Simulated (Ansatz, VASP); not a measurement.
## TePb: VASP beside Ansatz

Contents of POSCAR:

```
TePb
1.0
    0.0000000000      3.2270000000      3.2270000000
    3.2270000000      0.0000000000      3.2270000000
    3.2270000000      3.2270000000      0.0000000000
Te Pb
1 1
Direct
    0.4808268226      0.5000000000      0.5000000000
    0.0000000000      0.0000000000      0.0000000000
```

The input INCAR.step1:

```
  PREC = Accurate
  ENCUT = 520
  ISMEAR = 0
  SIGMA = 0.05
  LREAL = False
  LASPH = True
  NELM = 100
  NBANDS = 17
  GGA = PE
  ALGO = Normal
  EDIFF = 1E-4
  LWAVE = True
  LCHARG = False
```

File INCAR.step2:

```
  PREC = Accurate
  ENCUT = 520
  EDIFF = 1E-6
  ISMEAR = 0
  SIGMA = 0.05
  LREAL = False
  LASPH = True
  NELM = 100
  ALGO = Normal
  ISIF = 2
  LWAVE = False
  LCHARG = True
  METAGGA = R2SCAN
  LMIXTAU = True
  LELF = True
  LVHAR = True
  NBANDS = 17
  ISTART = 1
```

The input KPOINTS:

```
regular mesh
0
Gamma
  8 8 8
```

Input for Ansatz:

```yaml
crystal:
  lattice:
    - [0.0, 3.227, 3.227]
    - [3.227, 0.0, 3.227]
    - [3.227, 3.227, 0.0]
  atoms:
    - { symbol: Te, position: [0.4808268226, 0.5, 0.5] }
    - { symbol: Pb, position: [0.0, 0.0, 0.0] }
basis:
  ecutwfc: 500
kpoints:
  mp_grid: { grid: [8, 8, 8] }
hamiltonian:
  xc: r2scan
scf:
  occupations: { method: gaussian, width: 0.05 }
output:
  forces: true
  stress: true
  eigenvalues: true
```

Change from the starting cell: all Te atoms moved +0.087 Å, as atom 1 towards its neighbour atom 1 (Te) at 4.564 Å.

Alike in both runs: task single point; functional r2SCAN; k mesh 8 × 8 × 8; occupations gaussian, width 0.05 eV; no spin polarisation.

|  | VASP | Ansatz |
| --- | --- | --- |
| version | VASP 6.6.1 | Ansatz 0.2.0 |
| potentials or method | VASP PAW PBE potentials, release 64 (Te, Pb_d), cutoff 520 eV | scalar-relativistic, plane waves, PAW |
| valence electrons in the cell | 20 | 30 |

|  | VASP | Ansatz | Ansatz less VASP |
| --- | --- | --- | --- |
| gap on the k mesh at the Fermi level (eV) | 1.03 | 1.02 | -0.004 |
| least direct gap on the mesh (eV) | 1.03 | 1.02 | -0.004 |
| pressure (GPa) | 1.8 | 1.8 | 0.00 |
| traceless stress, the component that is largest in VASP (GPa) | -0.10 | -0.10 | +0.001 |
| rms of the force components (eV/Å) | 0.029 | 0.028 | -0.0014 |

VASP's potentials were made for PBE, not for r2SCAN. Atom by atom the forces differ by 0.001 eV/Å (rms over components). With one functional, cell and mesh, what is left measures potentials, basis and numerics. VASP's potentials hold 20 valence electrons a cell and Ansatz's 30, so a difference there can come from the potentials and not from the codes.

Spin-orbit coupling is off throughout.
